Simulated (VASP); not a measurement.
# CuSbS3 (P1) in VASP: single point with PBEsol

Aim: the single point of CuSbS3 with PBEsol.

Program: VASP 6.6.1. These are calculated values, not measurements. Logs are shortened: lines on timing, memory, paths and dates and some standing lists are left out, and cuts for length are marked.

### Step 1. The cell of the first run

The typed cell holds 10 atoms: a = 4.203 Å, b = 4.983 Å, c = 10.631 Å, α = 86.08°, β = 67.13°, γ = 95.61°.

### Step 2. Single point, PBEsol

File INCAR:

```
PREC     = Accurate       # precision mode
ENCUT    = 520            # plane-wave cutoff, eV
EDIFF    = 1E-6           # SCF threshold, eV
ISMEAR   = -1             # smearing method
SIGMA    = 0.05           # smearing width, eV
LREAL    = False          # projectors in reciprocal space
LASPH    = True           # aspherical terms in the spheres
NELM     = 80             # most SCF steps
ALGO     = Normal         # electronic algorithm
ISIF     = 2              # what is computed and relaxed
LWAVE    = False          # write WAVECAR
LCHARG   = False          # write CHGCAR
GGA      = PS             # functional
NBANDS   = 45             # bands
```

File KPOINTS:

```
regular mesh
0
Gamma
  4 4 2
```

File POSCAR:

```
CuSbS3
1.0
    4.0886884812     -0.2574412750      0.9381532770
   -0.2325499364      4.9734273291      0.1950845492
    1.8739759399      0.4063985304     10.4569928765
Cu Sb S
2 2 6
Direct
   -0.0411071203     -0.2910287298     -0.0719880273
   -0.4653658903      0.0024729044      0.4951244453
    0.2117257254      0.6644904992      0.2509338590
    0.8703848848      0.4599713391      0.6589437143
   -0.1283570690      0.8799362461      0.1246092035
    0.1382196554      0.0659342235      0.3884486301
    0.5027260370      0.3550504856      0.0178756892
    0.2939010259      0.3712558448      0.8760012295
    1.0445925249     -0.0890378571      0.7201171445
    0.5717542205      0.5215724213      0.4919448965
```

Potentials or basis: VASP PAW PBE potentials, release 64 (Cu, Sb, S).

On the command line:

```bash
$ cat potpaw_PBE.64/Cu/POTCAR potpaw_PBE.64/Sb/POTCAR potpaw_PBE.64/S/POTCAR > POTCAR
$ mpirun -np 1 vasp_std > vasp.out
```

OUTCAR:

```text
PREC = Accurate
   ENCUT = 520
   EDIFF = 1E-6
   ISMEAR = -1
   LREAL = False
   LASPH = True
   NELM = 80
   ISIF = 2
   GGA = PS

 ion  position               nearest neighbor table
   1  0.959  0.709  0.928-   5 2.22   9 2.24   8 2.26   7 2.32
   2  0.535  0.002  0.495-   6 2.32   6 2.38  10 2.42   9 2.45  10 2.57
   3  0.212  0.664  0.251-   6 2.53   5 2.57   5 2.64  10 2.89   7 2.92   6 3.16
   4  0.870  0.460  0.659-   9 2.50  10 2.56   8 2.59  10 2.76   9 2.99
   5  0.872  0.880  0.125-   1 2.22   3 2.57   3 2.64
   6  0.138  0.066  0.388-   2 2.32   2 2.38   3 2.53   3 3.16
   7  0.503  0.355  0.018-   8 2.02   1 2.32   3 2.92
   8  0.294  0.371  0.876-   7 2.02   1 2.26   4 2.59
   9  0.045  0.911  0.720-   1 2.24   2 2.45   4 2.50   4 2.99
  10  0.572  0.522  0.492-   2 2.42   4 2.56   2 2.57   4 2.76   3 2.89

  LATTYP: Found a triclinic cell.
 ALAT       =     4.9826816928
 B/A-ratio  =     1.9659309822
 C/A-ratio  =     0.8434875808
 COS(alpha) =     0.0071907713
 COS(beta)  =     0.0978050159
 COS(gamma) =     0.1162416516

  Lattice vectors:

 A1 = (   0.2325499364,  -4.9734273291,  -0.1950845492)
 A2 = (   2.2147125413,  -0.6638398054,  -9.5188395995)
 A3 = (   4.0886884812,  -0.2574412750,   0.9381532770)

Analysis of symmetry for initial positions (statically):
=====================================================================
 Subroutine PRICEL returns:
 Original cell was already a primitive cell.

 Routine SETGRP: Setting up the symmetry group for a
 triclinic supercell.

 Subroutine GETGRP returns: Found  1 space group operations
 (whereof  1 operations were pure point group operations)
 out of a pool of  2 trial point group operations.

The static configuration has the point symmetry C_1 .

Analysis of symmetry for dynamics (positions and initial velocities):
=====================================================================
 Subroutine PRICEL returns:
 Original cell was already a primitive cell.

 Routine SETGRP: Setting up the symmetry group for a
 triclinic supercell.

 Subroutine GETGRP returns: Found  1 space group operations
 (whereof  1 operations were pure point group operations)
 out of a pool of  2 trial point group operations.

The dynamic configuration has the point symmetry C_1 .

 Subroutine INISYM returns: Found  1 space group operations
 (whereof  1 operations are pure point group operations),
 and found     1 'primitive' translations

----------------------------------------------------------------------------------------

                                     Primitive cell

  volume of cell :     202.7642

  direct lattice vectors                    reciprocal lattice vectors
     4.088688481 -0.257441275  0.938153277     0.256099556  0.013796110 -0.046431238
    -0.232549936  4.973427329  0.195084549     0.015157144  0.202192089 -0.010574234
     1.873975940  0.406398530 10.456992876    -0.023258844 -0.005009798  0.099992656

  length of vectors
     4.202830127  4.982681693 10.631352012     0.260639934  0.203034959  0.102784255

  position of ions in fractional coordinates (direct lattice)
     0.958892880  0.708971270  0.928011973
     0.534634110  0.002472904  0.495124445
     0.211725725  0.664490499  0.250933859
     0.870384885  0.459971339  0.658943714
     0.871642931  0.879936246  0.124609204
     0.138219655  0.065934224  0.388448630
     0.502726037  0.355050486  0.017875689
     0.293901026  0.371255845  0.876001229
     0.044592525  0.910962143  0.720117145
     0.571754220  0.521572421  0.491944897

  ion indices of the primitive-cell ions
   primitive index   ion index
                 1           1
                 2           2
                 3           3
                 4           4
                 5           5
                 6           6
                 7           7
                 8           8
                 9           9
                10          10

----------------------------------------------------------------------------------------

 KPOINTS: regular mesh

Automatic generation of k-mesh.
 Grid dimensions read from file:
 generate k-points for:    4    4    2

 Generating k-lattice:

  Cartesian coordinates                     Fractional coordinates (reciprocal lattice)
     0.064024889  0.003449028 -0.011607810     0.250000000  0.000000000  0.000000000
     0.003789286  0.050548022 -0.002643559     0.000000000  0.250000000  0.000000000
    -0.011629422 -0.002504899  0.049996328     0.000000000  0.000000000  0.500000000

  Length of vectors
     0.065159984  0.050758740  0.051392127

  Shift w.r.t. Gamma in fractional coordinates (k-lattice)
     0.000000000  0.000000000  0.000000000

 Subroutine IBZKPT returns following result:
 ===========================================

 Found     20 irreducible k-points:

 Following reciprocal coordinates:
            Coordinates               Weight
  0.000000  0.000000  0.000000      1.000000
  0.250000 -0.000000  0.000000      2.000000
  0.500000 -0.000000  0.000000      1.000000
  0.000000  0.250000  0.000000      2.000000
  0.250000  0.250000  0.000000      2.000000
  0.500000  0.250000  0.000000      2.000000
[... 12 lines left out ...]
  0.250000  0.500000  0.500000      2.000000
  0.500000  0.500000  0.500000      1.000000
   k-points           NKPTS =     20   k-points in BZ     NKDIM =     20   number of bands    NBANDS=     45
   number of dos      NEDOS =    301   number of ions     NIONS =     10
   total plane-waves  NPLWV = 102400
   dimension x,y,z NGX =    32 NGY =   40 NGZ =   80
   dimension x,y,z NGXF=    64 NGYF=   80 NGZF=  160
   ions per type =               2   2   6
   NGX,Y,Z   is equivalent  to a cutoff of  12.66, 13.35, 12.51 a.u.
   NGXF,Y,Z  is equivalent  to a cutoff of  25.32, 26.69, 25.02 a.u.
 SYSTEM =  unknown system
   PREC   = accura    normal or accurate (medium, high low for compatibility)
   ISTART =      0    job   : 0-new  1-cont  2-samecut
   ICHARG =      2    charge: 1-file 2-atom 10-const
   ISPIN  =      1    spin polarized calculation?
   LNONCOLLINEAR =      F non collinear calculations
   LSORBIT =      F    spin-orbit coupling
   LASPH  =      T    aspherical Exc in radial PAW
   ENCUT  =  520.0 eV  38.22 Ry    6.18 a.u.   7.81  9.26 19.77*2*pi/ulx,y,z
   NELM   =     80;   NELMIN=  2; NELMDL= -5     # of ELM steps
   EDIFF  = 0.1E-05   stopping-criterion for ELM
   LREAL  =      F    real-space projection
   EDIFFG = 0.1E-04   stopping-criterion for IOM
   NSW    =      0    number of steps for IOM
   IBRION =     -1    ionic relax: 0-MD 1-quasi-New 2-CG
   NFREE  =      0    steps in history (QN), initial steepest desc. (CG)
   ISIF   =      2    stress and relaxation
   ISYM   =      2    0-nonsym 1-usesym 2-fastsym
   POTIM  = 0.5000    time-step for ionic-motion
   TEBEG  =    0.0;   TEEND  =   0.0 temperature during run
   PSTRESS=    0.0 pullay stress
   NELECT =      68.0000    total number of electrons
   NUPDOWN=      -1.0000    fix difference up-down
   EMIN   =  10.00;   EMAX   =-10.00  energy-range for DOS
   EFERMI =   0.00;   METHOD = LEGACY
   ISMEAR =    -1;   SIGMA  =   0.05  broadening in eV -4-tet -1-fermi 0-gaus
   EFERMI_NEDOS =   21; number of points for ismear=-14 and -15
   IALGO  =     38    algorithm
   IMIX   =      4    mixing-type and parameters
     AMIX     =   0.40;   BMIX     =  1.00
     AMIX_MAG =   1.60;   BMIX_MAG =  1.00
  volume/ion in A,a.u.               =      20.28       136.83
  Fermi-wavevector in a.u.,A,eV,Ry     =   1.137402  2.149379 17.601637  1.293684
  Thomas-Fermi vector in A             =   2.274107
   LORBIT       =      0    0 simple, 1 ext, 2 COOP (PROOUT), +10 PAW based schemes
   GGA     = PS    functional components
   LHFCALC =     F    Hartree Fock is set to
   AEXX    =    0.0000 exact exchange contribution
   IVDW    =     0    specifies the selected vdW correction
   LEPSILON=     F    determine dielectric tensor
   LRPA    =     F    only Hartree local field effects (RPA)
 non-spin polarized calculation
  energy-cutoff  :      520.00
  volume of cell :      202.76
 maximum number of plane-waves:      5472
   NGX = 15   NGY = 19   NGZ = 39

 number of electron      68.0000002 magnetization

 Free energy of the ion-electron system (eV)
  ---------------------------------------------------
  ext. energy  EPLUGINS =         0.00000000
  ---------------------------------------------------
  free energy    TOTEN  =       -44.78973224 eV

  energy without entropy =      -44.74790240  energy(sigma->0) =      -44.76881732

 E-fermi :   5.7081     XC(G=0): -10.1245

 val. band max:        5.6884870894   @ k =   0.2500   0.5000   0.5000
 cond. band min:       5.7107135371   @ k =   0.5000  -0.0000   0.0000
 fundamental gap:      0.0222264478
 Fermi energy:         5.7081028950

 k-point     1 :       0.0000    0.0000    0.0000
  band No.  band energies     occupation
      1     -10.2154      2.00000
      2      -8.7186      2.00000
      3      -7.9363      2.00000
      4      -6.9631      2.00000
      5      -6.4205      2.00000
      6      -5.2280      2.00000
[... 37 lines left out ...]
     44      10.6168      0.00000
     45      11.3820      0.00000

 k-point     2 :       0.2500   -0.0000    0.0000
  band No.  band energies     occupation
      1      -9.9946      2.00000
      2      -8.4443      2.00000
      3      -7.5708      2.00000
      4      -7.0280      2.00000
      5      -6.5754      2.00000
      6      -5.6497      2.00000
[... 37 lines left out ...]
     44      10.3542      0.00000
     45      11.4656      0.00000

 k-point     3 :       0.5000   -0.0000    0.0000
  band No.  band energies     occupation
      1      -9.7297      2.00000
      2      -7.7407      2.00000
      3      -7.5295      2.00000
      4      -7.1369      2.00000
      5      -6.8436      2.00000
      6      -6.0468      2.00000
[... 805 lines left out ...]
     44      10.9647      0.00000
     45      11.4170      0.00000

 k-point    20 :       0.5000    0.5000    0.5000
  band No.  band energies     occupation
      1      -9.7110      2.00000
      2      -7.5658      2.00000
      3      -7.1551      2.00000
      4      -6.9440      2.00000
      5      -6.7956      2.00000
      6      -6.0704      2.00000
[... 37 lines left out ...]
     44      11.2143      0.00000
     45      11.6511      0.00000

------------------------ aborting loop because EDIFF is reached ----------------------------------------

  FORCE on cell =-STRESS in cart. coord.  units (eV):
  Direction    XX          YY          ZZ          XY          YZ          ZX
  --------------------------------------------------------------------------------------
  -------------------------------------------------------------------------------------
  Total        0.0050601      0.1098067     -0.0701763      0.0028132      0.0095688     -0.1289015
  in kB        0.0399830      0.8676576     -0.5545107      0.0222289      0.0756095     -1.0185379
  external PRESSURE =       0.1177100 kB  Pullay stress =       0.0000000 kB

 VOLUME and BASIS-vectors are now :
 -----------------------------------------------------------------------------
  energy-cutoff  :      520.00
  volume of cell :      202.76
      direct lattice vectors                 reciprocal lattice vectors
     4.088688481 -0.257441275  0.938153277     0.256099556  0.013796110 -0.046431238
    -0.232549936  4.973427329  0.195084549     0.015157144  0.202192089 -0.010574234
     1.873975940  0.406398530 10.456992876    -0.023258844 -0.005009798  0.099992656

 POSITION                                       TOTAL-FORCE (eV/Angst)
 -----------------------------------------------------------------------------------
      5.49482      3.65630     10.74211        -0.004934      0.022873      0.003147
      3.11323      0.07588      5.67956         0.000012     -0.003499      0.006312
      1.18140      3.35227      2.95228         0.002212     -0.015713      0.000417
      4.68661      2.33135      7.79686         0.016504     -0.010327      0.000552
      3.59276      4.20254      2.29243        -0.004587      0.009870      0.021650
      1.27775      0.45020      4.20454         0.015198      0.021831     -0.011859
      2.00642      1.64366      0.72782        -0.080773     -0.011694     -0.079864
      2.75694      2.12676      9.50849         0.080201     -0.032131      0.084974
      1.31996      4.81178      7.74981        -0.014032      0.024825     -0.011155
      3.13833      2.64674      5.78241        -0.009801     -0.006035     -0.014175
 -----------------------------------------------------------------------------------
    total drift:                                0.002025     -0.000052     -0.002122

  FREE ENERGIE OF THE ION-ELECTRON SYSTEM (eV)
  ---------------------------------------------------
  free  energy   TOTEN  =       -44.7897322425 eV

  energy  without entropy=      -44.7479024020  energy(sigma->0) =      -44.76881732
```

Wall time 2.7 min (1 thread of Intel Xeon 6975P-C (Granite Rapids), shared host); peak memory 0.4 GiB.

What came out:

| Item | Value |
| --- | --- |
| Free energy | -44.7897 eV |
| Pressure | 0.0 GPa |
| Largest force | 0.121 eV/Å |
| Band gap on the k mesh | zero (bands 34 and 35 overlap by 0.81 eV) |

Forces on the atoms (eV/Å):
```
Cu  -0.005  0.023  0.003
Cu   0.000 -0.003  0.006
Sb   0.002 -0.016  0.000
Sb   0.017 -0.010  0.001
S   -0.005  0.010  0.022
S    0.015  0.022 -0.012
S   -0.081 -0.012 -0.080
S    0.080 -0.032  0.085
S   -0.014  0.025 -0.011
S   -0.010 -0.006 -0.014
```

Stress tensor (GPa, compression positive):
```
 0.00  0.00 -0.10
 0.00  0.09  0.01
-0.10  0.01 -0.06
```

Caveat: the k points lie up to 0.41 Å⁻¹ apart, too coarse for converged energies and pressures of a metal; the PAW data sets were made with another functional, which shifts forces and pressure a little; spin-orbit coupling is left out, which moves the levels of the heavy elements.
